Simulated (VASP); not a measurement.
A run of VASP 6.6.1:

POSCAR

```
ScPd
1.0
    3.2830000000      0.0000000000      0.0000000000
    0.0000000000      3.2830000000      0.0000000000
    0.0000000000      0.0000000000      3.2830000000
Sc Pd
1 1
Direct
    0.5000000000      0.5000000000      0.5000000000
    0.0000000000      0.0000000000      0.0000000000
```

INCAR.step1

```
SYSTEM = ScPd
PREC = Accurate ; ENCUT = 520
ISMEAR = -1 ; SIGMA = 0.03
LREAL = .False. ; LASPH = .True.
NELM = 150 ; ISPIN = 2
MAGMOM = 1 0.6 ; LMAXMIX = 4
NBANDS = 22 ; GGA = PE
ALGO = Normal ; EDIFF = 1E-4
LWAVE = .True. ; LCHARG = .False.
```

File INCAR.step2:

```
SYSTEM = ScPd
PREC = Accurate ; ENCUT = 520
EDIFF = 1E-6 ; ISMEAR = -1
SIGMA = 0.03 ; LREAL = .False.
LASPH = .True. ; NELM = 150
ALGO = Normal ; ISIF = 2
LWAVE = .False. ; LCHARG = .False.
ISPIN = 2 ; MAGMOM = 1 0.6
LORBIT = 11 ; LMAXMIX = 4
METAGGA = R2SCAN ; LMIXTAU = .True.
NBANDS = 22 ; ISTART = 1
```

Contents of KPOINTS:

```
Automatic mesh
0
Gamma
  10 10 10
  0 0 0
```

Potentials or basis: VASP PAW PBE potentials, release 64 (Sc_sv, Pd).

Launch:

```bash
$ cat potpaw_PBE.64/Sc_sv/POTCAR potpaw_PBE.64/Pd/POTCAR > POTCAR
$ cp INCAR.step1 INCAR
$ mpirun -np 1 vasp_std > vasp.out
$ cp INCAR.step2 INCAR
$ mpirun -np 1 vasp_std > vasp.out
```

Hardware: 1 thread of Intel(R) Xeon(R) Platinum 8488C (Sapphire Rapids) (shared host).

**Question.** How long does it take, and how much memory?

**Answer.** Wall time 99 s on 1 thread of Intel(R) Xeon(R) Platinum 8488C (Sapphire Rapids), on a shared host, peak memory 0.2 GiB. Counts: k points 56.
